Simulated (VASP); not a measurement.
A run of VASP 6.6.1 is set up as follows.

File INCAR:

```
PREC = Accurate ; ENCUT = 520
EDIFF = 1E-7 ; ISMEAR = -1
SIGMA = 0.05 ; LREAL = F
LASPH = T ; NELM = 100
ALGO = Normal ; ISIF = 2
LWAVE = F ; LCHARG = F
GGA = PE ; NBANDS = 15
```

KPOINTS

```
Automatic mesh
0
Gamma
  10 10 10
```

POSCAR

```
TiC
1.0
    3.0420900000      0.0000000000      0.0000000000
   -1.5210400000      2.6345200000      0.0000000000
    0.0000000000      0.0000000000      2.6979700000
Ti C
1 1
Direct
    0.0000000000      0.0000000000      0.5000000000
    0.3333300000      0.6666700000      0.0000000000
```

Potentials or basis: VASP PAW PBE potentials, release 64 (Ti_sv, C).

Run with:

```sh
$ cat potpaw_PBE.64/Ti_sv/POTCAR potpaw_PBE.64/C/POTCAR > POTCAR
$ mpirun -np 1 vasp_std > vasp.out
```

Estimate the band gap on the k mesh.

zero (bands 8 and 9 overlap by 0.08 eV).

What does it give for the pressure?

0.3 GPa.

Stress tensor (GPa, compression positive):
```
0.39 0.00 0.00
0.00 0.39 0.00
0.00 0.00 0.00
```
